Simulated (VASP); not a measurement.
# SnO (P4/nmm) in VASP: a series of runs

SnO is run at these levels: revPBE+D4, PBE+D3(BJ); tasks: single point.

Program: VASP 6.6.1. These are calculated values, not measurements. Logs are shortened: lines on timing, memory, paths and dates and some standing lists are left out, and cuts for length are marked.

### Step 1. The cell of the first run

The structure is tetragonal, space group P4/nmm (No. 129). The conventional cell has a = 3.838 Å, b = 3.838 Å, c = 4.677 Å, α = 90.00°, β = 90.00°, γ = 90.00°. Within 3.0 Å of Sn (site symmetry 4mm) lie 4 O at 2.24 Å. Within 3.0 Å of O (site symmetry -4m2) lie 4 Sn at 2.24 Å and 4 O at 2.71 Å.

### Step 2. Single point, revPBE+D4

File INCAR:

```
PREC = Accurate
ENCUT = 520
EDIFF = 1E-6
ISMEAR = -1
SIGMA = 0.05
LREAL = F
LASPH = T
NELM = 100
ALGO = Normal
ISIF = 2
LWAVE = F
LCHARG = F
GGA = RE
IVDW = 13
NBANDS = 28
```

File KPOINTS:

```
Automatic mesh
0
Gamma
  7 7 6
```

File POSCAR:

```
SnO
1.0
    3.8380242943      0.0000000000      0.0000000000
    0.0000000000      3.8380242943      0.0000000000
    0.0000000000      0.0000000000      4.6769471530
Sn O
2 2
Direct
    0.5000000000      0.0000000000      0.7514440271
    0.0000000000      0.5000000000      0.2485559729
    0.0000000000      0.0000000000      0.0000000000
    0.5000000000      0.5000000000      0.0000000000
```

Potentials or basis: VASP PAW PBE potentials, release 64 (Sn_d, O).

Started as:

```
> cat potpaw_PBE.64/Sn_d/POTCAR potpaw_PBE.64/O/POTCAR > POTCAR
> mpirun -np 1 vasp_std > vasp.out
```

OUTCAR:

```text
PREC = Accurate
   ENCUT = 520
   EDIFF = 1E-6
   ISMEAR = -1
   LREAL = F
   LASPH = T
   NELM = 100
   ISIF = 2
   GGA = RE
   IVDW = 13

 ion  position               nearest neighbor table
   1  0.500  0.000  0.751-   3 2.24   4 2.24   4 2.24   3 2.24   2 3.57   2 3.57   2 3.57   2 3.57
                             2 3.59   2 3.59   2 3.59   2 3.59
   2  0.000  0.500  0.249-   3 2.24   4 2.24   3 2.24   4 2.24   1 3.57   1 3.57   1 3.57   1 3.57
                             1 3.59   1 3.59   1 3.59   1 3.59
   3  0.000  0.000  0.000-   1 2.24   2 2.24   2 2.24   1 2.24
   4  0.500  0.500  0.000-   1 2.24   2 2.24   1 2.24   2 2.24

  LATTYP: Found a simple tetragonal cell.
 ALAT       =     3.8380242943
 C/A-ratio  =     1.2185819563

  Lattice vectors:

 A1 = (   3.8380242943,   0.0000000000,   0.0000000000)
 A2 = (   0.0000000000,   3.8380242943,   0.0000000000)
 A3 = (   0.0000000000,   0.0000000000,   4.6769471530)

Analysis of symmetry for initial positions (statically):
=====================================================================
 Subroutine PRICEL returns:
 Original cell was already a primitive cell.

 Routine SETGRP: Setting up the symmetry group for a
 simple tetragonal supercell.

 Subroutine GETGRP returns: Found 16 space group operations
 (whereof  8 operations were pure point group operations)
 out of a pool of 16 trial point group operations.

The static configuration has the point symmetry D_2d.
 The point group associated with its full space group is D_4h.

Analysis of symmetry for dynamics (positions and initial velocities):
=====================================================================
 Subroutine PRICEL returns:
 Original cell was already a primitive cell.

 Routine SETGRP: Setting up the symmetry group for a
 simple tetragonal supercell.

 Subroutine GETGRP returns: Found 16 space group operations
 (whereof  8 operations were pure point group operations)
 out of a pool of 16 trial point group operations.

The dynamic configuration has the point symmetry D_2d.
 The point group associated with its full space group is D_4h.

 Subroutine INISYM returns: Found 16 space group operations
 (whereof  8 operations are pure point group operations),
 and found     1 'primitive' translations

----------------------------------------------------------------------------------------

                                     Primitive cell

  volume of cell :      68.8934

  direct lattice vectors                    reciprocal lattice vectors
     3.838024294  0.000000000  0.000000000     0.260550722  0.000000000  0.000000000
     0.000000000  3.838024294  0.000000000     0.000000000  0.260550722  0.000000000
     0.000000000  0.000000000  4.676947153     0.000000000  0.000000000  0.213814689

  length of vectors
     3.838024294  3.838024294  4.676947153     0.260550722  0.260550722  0.213814689

  position of ions in fractional coordinates (direct lattice)
     0.500000000  0.000000000  0.751444027
     0.000000000  0.500000000  0.248555973
     0.000000000  0.000000000  0.000000000
     0.500000000  0.500000000  0.000000000

  ion indices of the primitive-cell ions
   primitive index   ion index
                 1           1
                 2           2
                 3           3
                 4           4

----------------------------------------------------------------------------------------

 KPOINTS: Automatic mesh

Automatic generation of k-mesh.
 Grid dimensions read from file:
 generate k-points for:    7    7    6

 Generating k-lattice:

  Cartesian coordinates                     Fractional coordinates (reciprocal lattice)
     0.037221532  0.000000000  0.000000000     0.142857143  0.000000000  0.000000000
     0.000000000  0.037221532  0.000000000     0.000000000  0.142857143  0.000000000
     0.000000000  0.000000000  0.035635781     0.000000000  0.000000000  0.166666667

  Length of vectors
     0.037221532  0.037221532  0.035635781

  Shift w.r.t. Gamma in fractional coordinates (k-lattice)
     0.000000000  0.000000000  0.000000000

 Subroutine IBZKPT returns following result:
 ===========================================

 Found     40 irreducible k-points:

 Following reciprocal coordinates:
            Coordinates               Weight
  0.000000  0.000000  0.000000      1.000000
  0.142857  0.000000  0.000000      4.000000
  0.285714  0.000000  0.000000      4.000000
  0.428571  0.000000  0.000000      4.000000
  0.142857  0.142857  0.000000      4.000000
  0.285714  0.142857  0.000000      8.000000
[... 16 lines left out ...]
  0.285714  0.000000  0.333333      8.000000
  0.428571  0.000000  0.333333      8.000000
 [... further k-points ...]
   k-points           NKPTS =     40   k-points in BZ     NKDIM =     40   number of bands    NBANDS=     28
   number of dos      NEDOS =    301   number of ions     NIONS =      4
   total plane-waves  NPLWV =  32400
   dimension x,y,z NGX =    30 NGY =   30 NGZ =   36
   dimension x,y,z NGXF=    60 NGYF=   60 NGZF=   72
   ions per type =               2   2
   NGX,Y,Z   is equivalent  to a cutoff of  12.99, 12.99, 12.80 a.u.
   NGXF,Y,Z  is equivalent  to a cutoff of  25.99, 25.99, 25.59 a.u.
 SYSTEM =  unknown system
   PREC   = accura    normal or accurate (medium, high low for compatibility)
   ISTART =      0    job   : 0-new  1-cont  2-samecut
   ICHARG =      2    charge: 1-file 2-atom 10-const
   ISPIN  =      1    spin polarized calculation?
   LNONCOLLINEAR =      F non collinear calculations
   LSORBIT =      F    spin-orbit coupling
   LASPH  =      T    aspherical Exc in radial PAW
   ENCUT  =  520.0 eV  38.22 Ry    6.18 a.u.   7.14  7.14  8.70*2*pi/ulx,y,z
   NELM   =    100;   NELMIN=  2; NELMDL= -5     # of ELM steps
   EDIFF  = 0.1E-05   stopping-criterion for ELM
   LREAL  =      F    real-space projection
   EDIFFG = 0.1E-04   stopping-criterion for IOM
   NSW    =      0    number of steps for IOM
   IBRION =     -1    ionic relax: 0-MD 1-quasi-New 2-CG
   NFREE  =      0    steps in history (QN), initial steepest desc. (CG)
   ISIF   =      2    stress and relaxation
   ISYM   =      2    0-nonsym 1-usesym 2-fastsym
   POTIM  = 0.5000    time-step for ionic-motion
   TEBEG  =    0.0;   TEEND  =   0.0 temperature during run
   PSTRESS=    0.0 pullay stress
   NELECT =      40.0000    total number of electrons
   NUPDOWN=      -1.0000    fix difference up-down
   EMIN   =  10.00;   EMAX   =-10.00  energy-range for DOS
   EFERMI =   0.00;   METHOD = LEGACY
   ISMEAR =    -1;   SIGMA  =   0.05  broadening in eV -4-tet -1-fermi 0-gaus
   EFERMI_NEDOS =   21; number of points for ismear=-14 and -15
   IALGO  =     38    algorithm
   IMIX   =      4    mixing-type and parameters
     AMIX     =   0.40;   BMIX     =  1.00
     AMIX_MAG =   1.60;   BMIX_MAG =  1.00
  volume/ion in A,a.u.               =      17.22       116.23
  Fermi-wavevector in a.u.,A,eV,Ry     =   1.365743  2.580879 25.378306  1.865253
  Thomas-Fermi vector in A             =   2.491944
   LORBIT       =      0    0 simple, 1 ext, 2 COOP (PROOUT), +10 PAW based schemes
   GGA     = RE    functional components
   LHFCALC =     F    Hartree Fock is set to
   AEXX    =    0.0000 exact exchange contribution
   IVDW    =    13    specifies the selected vdW correction
   LEPSILON=     F    determine dielectric tensor
   LRPA    =     F    only Hartree local field effects (RPA)
 non-spin polarized calculation
  energy-cutoff  :      520.00
  volume of cell :       68.89
 maximum number of plane-waves:      1870
 NGX is ok and might be reduce to    30
   NGX = 15   NGY = 15   NGZ = 17

 number of electron      40.0000008 magnetization

 Free energy of the ion-electron system (eV)
  ---------------------------------------------------
  ext. energy  EPLUGINS =         0.00000000
  ---------------------------------------------------
  free energy    TOTEN  =       -21.31579752 eV

  energy without entropy =      -21.31399085  energy(sigma->0) =      -21.31489419

 E-fermi :   7.4537     XC(G=0): -10.2572

 val. band max:        7.4019115242   @ k =   0.0000   0.0000   0.0000
 cond. band min:       7.5113455618   @ k =   0.4286   0.4286   0.0000
 fundamental gap:      0.1094340376
 Fermi energy:         7.4537225868

 k-point     1 :       0.0000    0.0000    0.0000
  band No.  band energies     occupation
      1     -14.6076      2.00000
      2     -14.2239      2.00000
      3     -14.2239      2.00000
      4     -14.2095      2.00000
      5     -14.1881      2.00000
      6     -14.1784      2.00000
[... 20 lines left out ...]
     27      14.0371      0.00000
     28      14.3892      0.00000

 k-point     2 :       0.1429    0.0000    0.0000
  band No.  band energies     occupation
      1     -14.5956      2.00000
      2     -14.2205      2.00000
      3     -14.2178      2.00000
      4     -14.2112      2.00000
      5     -14.1881      2.00000
      6     -14.1711      2.00000
[... 20 lines left out ...]
     27      14.2097      0.00000
     28      15.7966      0.00000

 k-point     3 :       0.2857    0.0000    0.0000
  band No.  band energies     occupation
      1     -14.5624      2.00000
      2     -14.3092      2.00000
      3     -14.2096      2.00000
      4     -14.2015      2.00000
      5     -14.1868      2.00000
      6     -14.1800      2.00000
[... 20 lines left out ...]
     27      14.5284      0.00000
     28      17.9340      0.00000

 k-point     4 :       0.4286    0.0000    0.0000
  band No.  band energies     occupation
      1     -14.5082      2.00000
      2     -14.4246      2.00000
      3     -14.1940      2.00000
      4     -14.1833      2.00000
      5     -14.1825      2.00000
      6     -14.1814      2.00000
[... 578 lines left out ...]
     27      15.5544      0.00000
     28      16.1327      0.00000

 k-point    23 :       0.2857    0.0000    0.3333
  band No.  band energies     occupation
      1     -14.5586      2.00000
      2     -14.3426      2.00000
      3     -14.2197      2.00000
      4     -14.1913      2.00000
      5     -14.1866      2.00000
      6     -14.1832      2.00000
[... 20 lines left out ...]
     27      15.8871      0.00000
     28      17.6993      0.00000

 k-point    24 :       0.4286    0.0000    0.3333
  band No.  band energies     occupation
      1     -14.5188      2.00000
      2     -14.4485      2.00000
      3     -14.2220      2.00000
      4     -14.2119      2.00000
      5     -14.1787      2.00000
      6     -14.1769      2.00000
[... 20 lines left out ...]
     27      16.2817      0.00000
     28      16.9994      0.00000

 [... further k-points ...]

------------------------ aborting loop because EDIFF is reached ----------------------------------------

  DFT-D4 for vdW energy calculation

  Edisp (eV):   -1.92314

  FORCE on cell =-STRESS in cart. coord.  units (eV):
  Direction    XX          YY          ZZ          XY          YZ          ZX
  --------------------------------------------------------------------------------------
  -------------------------------------------------------------------------------------
  Total       0.08101     0.08101     0.08554     0.00000     0.00000     0.00000
  in kB       1.88392     1.88392     1.98925     0.00000     0.00000     0.00000
  external pressure =        1.92 kB  Pullay stress =        0.00 kB

 VOLUME and BASIS-vectors are now :
 -----------------------------------------------------------------------------
  energy-cutoff  :      520.00
  volume of cell :       68.89
      direct lattice vectors                 reciprocal lattice vectors
     3.838024294  0.000000000  0.000000000     0.260550722  0.000000000  0.000000000
     0.000000000  3.838024294  0.000000000     0.000000000  0.260550722  0.000000000
     0.000000000  0.000000000  4.676947153     0.000000000  0.000000000  0.213814689

 POSITION                                       TOTAL-FORCE (eV/Angst)
 -----------------------------------------------------------------------------------
      1.91901      0.00000      3.51446         0.000000     -0.000000     -0.075682
      0.00000      1.91901      1.16248         0.000000      0.000000      0.075682
      0.00000      0.00000      0.00000         0.000000      0.000000      0.000000
      1.91901      1.91901      0.00000         0.000000     -0.000000      0.000000
 -----------------------------------------------------------------------------------
    total drift:                                0.000000      0.000000      0.000000

  FREE ENERGIE OF THE ION-ELECTRON SYSTEM (eV)
  ---------------------------------------------------
  free  energy   TOTEN  =       -23.2389373213 eV

  energy  without entropy=      -23.2371306512  energy(sigma->0) =      -23.23803399
```

Wall time 43 s (1 thread of Intel Xeon 6975P-C (Granite Rapids), shared host); peak memory 0.21 GiB.

What came out:

* Free energy: -23.2389 eV
* Pressure: 0.2 GPa
* Largest force: 0.076 eV/Å
* Band gap on the k mesh: 0.11 eV, indirect (least direct gap 1.86 eV)
* Dispersion energy per atom: -0.481 eV

Forces on the atoms (eV/Å):
```
Sn   0.000  0.000 -0.076
Sn   0.000  0.000  0.076
O    0.000  0.000  0.000
O    0.000  0.000  0.000
```

Caveat: the PAW data sets were made with another functional, which shifts forces and pressure a little; spin-orbit coupling is left out, which moves the levels of the heavy elements.

(Continued in part 2 of 2.)
